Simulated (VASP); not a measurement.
# InAs (F-43m) in VASP: notebook

The runs below take InAs through single point, relaxation of cell and atoms, with r2SCAN.

Everything below comes from runs of VASP 6.6.1. Logs are shortened: lines on timing, memory, paths and dates and some standing lists are left out, and cuts for length are marked.

## 1. The cell of the first run

Symmetry: F-43m, No. 216, cubic system. The conventional cell has a = 6.107 Å, b = 6.107 Å, c = 6.107 Å, α = 90.00°, β = 90.00°, γ = 90.00°. Within 3.5 Å of In (site symmetry -43m) lie 4 As at 2.64 Å. Within 3.5 Å of As (site symmetry -43m) lie 4 In at 2.64 Å.

## 2. Single point, r2SCAN

File POSCAR:

```
InAs
1.0
    0.0000000000      3.0535616558      3.0535616558
    3.0535616558      0.0000000000      3.0535616558
    3.0535616558      3.0535616558      0.0000000000
In As
1 1
Direct
    0.7500000000      0.7500000000      0.7500000000
    0.0000000000      0.0000000000      0.0000000000
```

File INCAR.step1:

```
SYSTEM = InAs
PREC = Accurate
ENCUT = 520
ISMEAR = 0
SIGMA = 0.1
LREAL = .FALSE.
LASPH = .TRUE.
NELM = 100
NBANDS = 16
GGA = PE
ALGO = Normal
EDIFF = 1E-4
LWAVE = .TRUE.
LCHARG = .FALSE.
```

File INCAR.step2:

```
SYSTEM = InAs
PREC = Accurate
ENCUT = 520
EDIFF = 1E-6
ISMEAR = 0
SIGMA = 0.1
LREAL = .FALSE.
LASPH = .TRUE.
NELM = 100
ALGO = Normal
ISIF = 2
LWAVE = .FALSE.
LCHARG = .FALSE.
METAGGA = R2SCAN
LMIXTAU = .TRUE.
NBANDS = 16
ISTART = 1
```

File KPOINTS:

```
Automatic mesh
0
G
  6 6 6
  0 0 0
```

Potentials or basis: VASP PAW PBE potentials, release 64 (In_d, As).

The run is started by

```sh
$ cat potpaw_PBE.64/In_d/POTCAR potpaw_PBE.64/As/POTCAR > POTCAR
$ cp INCAR.step1 INCAR
$ mpirun -np 1 vasp_std > vasp.out
$ cp INCAR.step2 INCAR
$ mpirun -np 1 vasp_std > vasp.out
```

OUTCAR:

```text
SYSTEM = InAs
   PREC = Accurate
   ENCUT = 520
   EDIFF = 1E-6
   ISMEAR = 0
   LREAL = .FALSE.
   LASPH = .TRUE.
   NELM = 100
   ISIF = 2
   METAGGA = R2SCAN
   ISTART = 1

 ion  position               nearest neighbor table
   1  0.750  0.750  0.750-   2 2.64   2 2.64   2 2.64   2 2.64
   2  0.000  0.000  0.000-   1 2.64   1 2.64   1 2.64   1 2.64

  LATTYP: Found a face centered cubic cell.
 ALAT       =     6.1071233116

  Lattice vectors:

 A1 = (   0.0000000000,   3.0535616558,   3.0535616558)
 A2 = (   3.0535616558,   0.0000000000,   3.0535616558)
 A3 = (   3.0535616558,   3.0535616558,   0.0000000000)

Analysis of symmetry for initial positions (statically):
=====================================================================
 Subroutine PRICEL returns:
 Original cell was already a primitive cell.

 Routine SETGRP: Setting up the symmetry group for a
 face centered cubic supercell.

 Subroutine GETGRP returns: Found 24 space group operations
 (whereof 24 operations were pure point group operations)
 out of a pool of 48 trial point group operations.

The static configuration has the point symmetry T_d .

Analysis of symmetry for dynamics (positions and initial velocities):
=====================================================================
 Subroutine PRICEL returns:
 Original cell was already a primitive cell.

 Routine SETGRP: Setting up the symmetry group for a
 face centered cubic supercell.

 Subroutine GETGRP returns: Found 24 space group operations
 (whereof 24 operations were pure point group operations)
 out of a pool of 48 trial point group operations.

The dynamic configuration has the point symmetry T_d .

 Subroutine INISYM returns: Found 24 space group operations
 (whereof 24 operations are pure point group operations),
 and found     1 'primitive' translations

----------------------------------------------------------------------------------------

                                     Primitive cell

  volume of cell :      56.9443

  direct lattice vectors                    reciprocal lattice vectors
     0.000000000  3.053561656  3.053561656    -0.163743214  0.163743214  0.163743214
     3.053561656  0.000000000  3.053561656     0.163743214 -0.163743214  0.163743214
     3.053561656  3.053561656  0.000000000     0.163743214  0.163743214 -0.163743214

  length of vectors
     4.318388307  4.318388307  4.318388307     0.283611566  0.283611566  0.283611566

  position of ions in fractional coordinates (direct lattice)
     0.750000000  0.750000000  0.750000000
     0.000000000  0.000000000  0.000000000

  ion indices of the primitive-cell ions
   primitive index   ion index
                 1           1
                 2           2

----------------------------------------------------------------------------------------

 KPOINTS: Automatic mesh

Automatic generation of k-mesh.
 Grid dimensions read from file:
 generate k-points for:    6    6    6

 Generating k-lattice:

  Cartesian coordinates                     Fractional coordinates (reciprocal lattice)
    -0.027290536  0.027290536  0.027290536     0.166666667  0.000000000  0.000000000
     0.027290536 -0.027290536  0.027290536     0.000000000  0.166666667  0.000000000
     0.027290536  0.027290536 -0.027290536     0.000000000  0.000000000  0.166666667

  Length of vectors
     0.047268594  0.047268594  0.047268594

  Shift w.r.t. Gamma in fractional coordinates (k-lattice)
     0.000000000  0.000000000  0.000000000

 Subroutine IBZKPT returns following result:
 ===========================================

 Found     16 irreducible k-points:

 Following reciprocal coordinates:
            Coordinates               Weight
  0.000000  0.000000  0.000000      1.000000
  0.166667  0.000000  0.000000      8.000000
  0.333333  0.000000  0.000000      8.000000
  0.500000  0.000000  0.000000      4.000000
  0.166667  0.166667  0.000000      6.000000
  0.333333  0.166667  0.000000     24.000000
[... 8 lines left out ...]
 -0.333333  0.333333  0.166667     24.000000
 -0.333333  0.500000  0.166667     12.000000
   k-points           NKPTS =     16   k-points in BZ     NKDIM =     16   number of bands    NBANDS=     16
   number of dos      NEDOS =    301   number of ions     NIONS =      2
   total plane-waves  NPLWV =  32768
   dimension x,y,z NGX =    32 NGY =   32 NGZ =   32
   dimension x,y,z NGXF=    64 NGYF=   64 NGZF=   64
   ions per type =               1   1
   NGX,Y,Z   is equivalent  to a cutoff of  12.32, 12.32, 12.32 a.u.
   NGXF,Y,Z  is equivalent  to a cutoff of  24.64, 24.64, 24.64 a.u.
 SYSTEM =  InAs
   PREC   = accura    normal or accurate (medium, high low for compatibility)
   ISTART =      1    job   : 0-new  1-cont  2-samecut
   ICHARG =      0    charge: 1-file 2-atom 10-const
   ISPIN  =      1    spin polarized calculation?
   LNONCOLLINEAR =      F non collinear calculations
   LSORBIT =      F    spin-orbit coupling
   LASPH  =      T    aspherical Exc in radial PAW
   ENCUT  =  520.0 eV  38.22 Ry    6.18 a.u.   8.03  8.03  8.03*2*pi/ulx,y,z
   NELM   =    100;   NELMIN=  2; NELMDL=  0     # of ELM steps
   EDIFF  = 0.1E-05   stopping-criterion for ELM
   LREAL  =      F    real-space projection
   EDIFFG = 0.1E-04   stopping-criterion for IOM
   NSW    =      0    number of steps for IOM
   IBRION =     -1    ionic relax: 0-MD 1-quasi-New 2-CG
   NFREE  =      0    steps in history (QN), initial steepest desc. (CG)
   ISIF   =      2    stress and relaxation
   ISYM   =      2    0-nonsym 1-usesym 2-fastsym
   POTIM  = 0.5000    time-step for ionic-motion
   TEBEG  =    0.0;   TEEND  =   0.0 temperature during run
   PSTRESS=    0.0 pullay stress
   NELECT =      18.0000    total number of electrons
   NUPDOWN=      -1.0000    fix difference up-down
   EMIN   =  10.00;   EMAX   =-10.00  energy-range for DOS
   EFERMI =   0.00;   METHOD = LEGACY
   ISMEAR =     0;   SIGMA  =   0.10  broadening in eV -4-tet -1-fermi 0-gaus
   EFERMI_NEDOS =   21; number of points for ismear=-14 and -15
   IALGO  =     38    algorithm
   IMIX   =      4    mixing-type and parameters
     AMIX     =   0.40;   BMIX     =  1.00
     AMIX_MAG =   1.60;   BMIX_MAG =  1.00
  volume/ion in A,a.u.               =      28.47       192.14
  Fermi-wavevector in a.u.,A,eV,Ry     =   1.115190  2.107404 16.920877  1.243649
  Thomas-Fermi vector in A             =   2.251793
   LORBIT       =      0    0 simple, 1 ext, 2 COOP (PROOUT), +10 PAW based schemes
   METAGGA = R2SCAN    functional components
   LHFCALC =     F    Hartree Fock is set to
   AEXX    =    0.0000 exact exchange contribution
   IVDW    =     0    specifies the selected vdW correction
   LEPSILON=     F    determine dielectric tensor
   LRPA    =     F    only Hartree local field effects (RPA)
 non-spin polarized calculation
 Gauss-broadening in eV      SIGMA  =   0.10
  energy-cutoff  :      520.00
  volume of cell :       56.94
 maximum number of plane-waves:      1544
   NGX = 17   NGY = 17   NGZ = 17

 number of electron      17.9999995 magnetization

 Free energy of the ion-electron system (eV)
  ---------------------------------------------------
  ext. energy  EPLUGINS =         0.00000000
  ---------------------------------------------------
  free energy    TOTEN  =       -38.04548925 eV

  energy without entropy =      -38.04477615  energy(sigma->0) =      -38.04513270

 E-fermi :   4.0559     XC(G=0):  -9.5186

 val. band max:        3.9820525466   @ k =   0.0000   0.0000   0.0000
 cond. band min:       4.0656881566   @ k =   0.0000   0.0000   0.0000
 fundamental gap:      0.0836356099
 Fermi energy:         4.0558687198

 k-point     1 :       0.0000    0.0000    0.0000
  band No.  band energies     occupation
      1     -10.8197      2.00000
      2     -10.8197      2.00000
      3     -10.8197      2.00000
      4     -10.6852      2.00000
      5     -10.6852      2.00000
      6      -8.1241      2.00000
[... 8 lines left out ...]
     15      14.0779      0.00000
     16      14.0779      0.00000

 k-point     2 :       0.1667    0.0000    0.0000
  band No.  band energies     occupation
      1     -10.8525      2.00000
      2     -10.8102      2.00000
      3     -10.8102      2.00000
      4     -10.6851      2.00000
      5     -10.6851      2.00000
      6      -7.8420      2.00000
[... 8 lines left out ...]
     15      13.0227      0.00000
     16      13.0316      0.00000

 k-point     3 :       0.3333    0.0000    0.0000
  band No.  band energies     occupation
      1     -10.9121      2.00000
      2     -10.7940      2.00000
      3     -10.7940      2.00000
      4     -10.6818      2.00000
      5     -10.6818      2.00000
      6      -7.1457      2.00000
[... 8 lines left out ...]
     15      13.5190      0.00000
     16      13.5190      0.00000

 k-point     4 :       0.5000    0.0000    0.0000
  band No.  band energies     occupation
      1     -10.9396      2.00000
      2     -10.7878      2.00000
      3     -10.7877      2.00000
      4     -10.6782      2.00000
      5     -10.6782      2.00000
      6      -6.6725      2.00000
[... 8 lines left out ...]
     15      15.2546      0.00000
     16      15.2546      0.00000
[... 172 lines left out ...]
 k-point    14 :       0.5000    0.3333    0.1667
  band No.  band energies     occupation
      1     -10.9539      2.00000
      2     -10.7755      2.00000
      3     -10.7641      2.00000
      4     -10.6992      2.00000
      5     -10.6742      2.00000
      6      -6.6201      2.00000
[... 8 lines left out ...]
     15      15.0844      0.00000
     16      16.4575      0.00000

 k-point    15 :      -0.3333    0.3333    0.1667
  band No.  band energies     occupation
      1     -10.9665      2.00000
      2     -10.7744      2.00000
      3     -10.7557      2.00000
      4     -10.6957      2.00000
      5     -10.6776      2.00000
      6      -6.2592      2.00000
[... 8 lines left out ...]
     15      15.3607      0.00000
     16      16.2355      0.00000

 k-point    16 :      -0.3333    0.5000    0.1667
  band No.  band energies     occupation
      1     -10.9825      2.00000
      2     -10.7621      2.00000
      3     -10.7447      2.00000
      4     -10.7066      2.00000
      5     -10.6718      2.00000
      6      -6.1025      2.00000
[... 8 lines left out ...]
     15      16.0665      0.00000
     16      16.3945      0.00000

------------------------ aborting loop because EDIFF is reached ----------------------------------------

  FORCE on cell =-STRESS in cart. coord.  units (eV):
  Direction    XX          YY          ZZ          XY          YZ          ZX
  --------------------------------------------------------------------------------------
  -------------------------------------------------------------------------------------
  Total        0.0285357      0.0285357      0.0285357      0.0000000      0.0000000     -0.0000000
  in kB        0.8028758      0.8028758      0.8028758      0.0000000      0.0000000     -0.0000000
  external PRESSURE =       0.8028758 kB  Pullay stress =       0.0000000 kB

 VOLUME and BASIS-vectors are now :
 -----------------------------------------------------------------------------
  energy-cutoff  :      520.00
  volume of cell :       56.94
      direct lattice vectors                 reciprocal lattice vectors
     0.000000000  3.053561656  3.053561656    -0.163743214  0.163743214  0.163743214
     3.053561656  0.000000000  3.053561656     0.163743214 -0.163743214  0.163743214
     3.053561656  3.053561656  0.000000000     0.163743214  0.163743214 -0.163743214

 POSITION                                       TOTAL-FORCE (eV/Angst)
 -----------------------------------------------------------------------------------
      4.58034      4.58034      4.58034        -0.000000      0.000000      0.000000
      0.00000      0.00000      0.00000         0.000000     -0.000000     -0.000000
 -----------------------------------------------------------------------------------
    total drift:                               -0.000002     -0.000002     -0.000002

  FREE ENERGIE OF THE ION-ELECTRON SYSTEM (eV)
  ---------------------------------------------------
  free  energy   TOTEN  =       -38.0454892508 eV

  energy  without entropy=      -38.0447761460  energy(sigma->0) =      -38.04513270
```

Wall time 25 s (1 thread of Intel Xeon 6975P-C (Granite Rapids), shared host); peak memory 0.19 GiB.

What came out:

- Free energy: -38.0455 eV
- Pressure: 0.1 GPa
- Band gap on the k mesh: 0.08 eV

Levels at points of the mesh, in eV from the valence-band top:
| k point | band 5 | band 6 | band 7 | band 8 | band 9 | band 10 | band 11 | band 12 | band 13 | band 14 |
| --- | --- | --- | --- | --- | --- | --- | --- | --- | --- | --- |
| (0.00, 0.00, 0.00) | -14.67 | -12.11 | 0.00 | 0.00 | 0.00 | 0.08 | 4.25 | 4.25 | 4.25 | 7.95 |
| (0.50, 0.00, 0.00) | -14.66 | -10.65 | -5.73 | -0.97 | -0.97 | 1.25 | 5.02 | 5.02 | 7.24 | 9.50 |
| (0.50, 0.50, 0.00) | -14.65 | -10.12 | -5.81 | -2.29 | -2.29 | 1.87 | 2.34 | 9.63 | 9.73 | 9.73 |

Caveat: the PAW data sets were made with another functional, which shifts forces and pressure a little; spin-orbit coupling is left out, which moves the levels of the heavy elements.

[end of part 1 of 2]
